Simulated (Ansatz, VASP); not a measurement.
## Ca in VASP and in Ansatz

```
CELL_PARAMETERS angstrom
3.69798 0.00000 0.00000
0.00000 3.48866 0.00000
0.00000 0.00000 3.48866
ATOMIC_POSITIONS crystal
Ca 0.00000 0.00000 0.00000
```

Change from the starting cell: strain +0.0600 x Voigt [1, 0, 0, 0, 0, 0], atoms carried along.

Alike in both runs: task single point; functional LDA; k mesh 14 × 14 × 14; occupations gaussian, width 0.15 eV; no spin polarisation.

|  | VASP | Ansatz |
| --- | --- | --- |
| version | VASP 6.6.1 | Ansatz 0.2.0 |
| potentials or method | VASP PAW LDA potentials, release 64 (Ca_sv), cutoff 520 eV | scalar-relativistic, plane waves, PAW |
| valence electrons in the cell | 10 | 10 |

```csv
,VASP,Ansatz,Ansatz less VASP
gap on the k mesh at the Fermi level (eV),none,none,-
pressure (GPa),-1.6,-1.6,+0.03
"traceless stress, the component that is largest in VASP (GPa)",-1.49,-1.48,+0.007
```

LDA's correlation is that of Perdew and Zunger in VASP and of Perdew and Wang (1992) in Ansatz. A gap of «none» marks a metal or a gap that the smearing closes.
